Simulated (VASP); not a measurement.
Runs of VASP 6.6.1 on Ni. The structure is that of space group P6_3/mmc (No. 194), or close to it. The cells are those of the table. This isn't the form of Ni at room conditions, which is fcc.

| cell | gap on the mesh (eV) | pressure (GPa) | moment (μB) |
| --- | --- | --- | --- |
| a = 2.473, b = 2.473, c = 4.050 Å, angles 90.0, 90.0, 120.0°, 2 atoms | none | 7.8 | 1.22 |
| a = 2.540, b = 2.540, c = 4.159 Å, angles 90.0, 90.0, 120.0°, 2 atoms | none | -6.5 | 1.32 |
| a = 2.438, b = 2.438, c = 3.992 Å, angles 90.0, 90.0, 120.0°, 2 atoms | none | (b) | 1.19 |
| a = 2.402, b = 2.402, c = 3.934 Å, angles 90.0, 90.0, 120.0°, 2 atoms | none | 31.1 | (a) |
| a = 2.507, b = 2.507, c = 4.105 Å, angles 90.0, 90.0, 120.0°, 2 atoms | none | -0.1 | 1.27 |

Alike in all rows: task single point; level revPBE; potentials or basis VASP PAW PBE potentials, release 64 (Ni); spin collinear, ferromagnetic start; k mesh 16 × 16 × 9; cutoff (eV) 520; smearing fermi-dirac 0.05 eV.

Question: Estimate the missing entries.

Answer: (a) 1.16; (b) 18.1.

Caveats: the PAW data sets were made with another functional, which shifts forces and pressure a little; the cell stands under pressure (at least some runs); the cell stands under tension (at least some runs).

A gap of «none» marks levels without a gap at the run's occupations.
